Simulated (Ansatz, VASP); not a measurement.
**Nb in VASP and in Ansatz**

```xyz
1
Lattice="-1.6766 1.6766 1.6390 1.6766 -1.6766 1.6390 1.6766 1.6766 -1.6390" Properties=species:S:1:pos:R:3 pbc="T T T"
Nb    0.0000    0.0000    0.0000
```

Change from the starting cell: z stretched by -1.5 % at fixed volume, crystal datasets.

Alike in both runs: task electric field gradients; functional PBE; k mesh 15 × 15 × 15; occupations fermi-dirac, width 0.03 eV; no spin polarisation.

```csv
,VASP,Ansatz
version,VASP 6.6.1,Ansatz 0.2.0
potentials or method,"VASP PAW PBE potentials, release 64 (Nb_sv), cutoff 520 eV","all-electron PAW with datasets made for the crystal, scalar-relativistic"
```

Ansatz gave:

* pressure (GPa): -2.4
* traceless stress, the component that is largest in VASP (GPa): 1.56
* size of Vzz on the site where it differs most (V/Å²): 2.9

Task: Which values does VASP return?

Result: Pressure (GPa): -2.8; traceless stress, the component that is largest in VASP (GPa): 1.56; size of Vzz on the site where it differs most (V/Å²): 3.1.

Ansatz ran all-electron here, and VASP with PAW potentials.
